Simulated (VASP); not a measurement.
The system is MgI2.

```
CELL_PARAMETERS angstrom
0.00000 3.75572 3.75572
3.75572 0.00000 3.75572
3.75572 3.75572 0.00000
ATOMIC_POSITIONS crystal
Mg 0.00000 0.00000 0.00000
I 0.25000 0.25000 0.25000
I 0.75000 0.75000 0.75000
```

Base run:

```yaml
Program: VASP 6.6.1
Functional: PBE-based screened hybrid with 75 % exact exchange
Potentials_or_basis: VASP PAW PBE potentials, release 64 (Mg, I)
Cutoff: 520 eV
k_mesh: 4 × 4 × 4
Occupations: gaussian, width 0.01 eV
Spin: no spin polarisation
```

Its results: band gap on the k mesh 1.77 eV (least direct gap 2.07 eV); pressure -1.2 GPa.

Task: The run is repeated on the same cell with these changes: functional from PBE-based screened hybrid with 75 % exact exchange to r2SCAN50; share of exact exchange from 0.75 to 0.5. What comes out?

Result: Band gap on the k mesh 3.77 eV (least direct gap 4.12 eV); pressure -1.1 GPa.

Caveats: the PAW data sets were made with another functional, which shifts forces and pressure a little; spin-orbit coupling is left out, which moves the levels of the heavy elements.

A k mesh can miss the band edges.
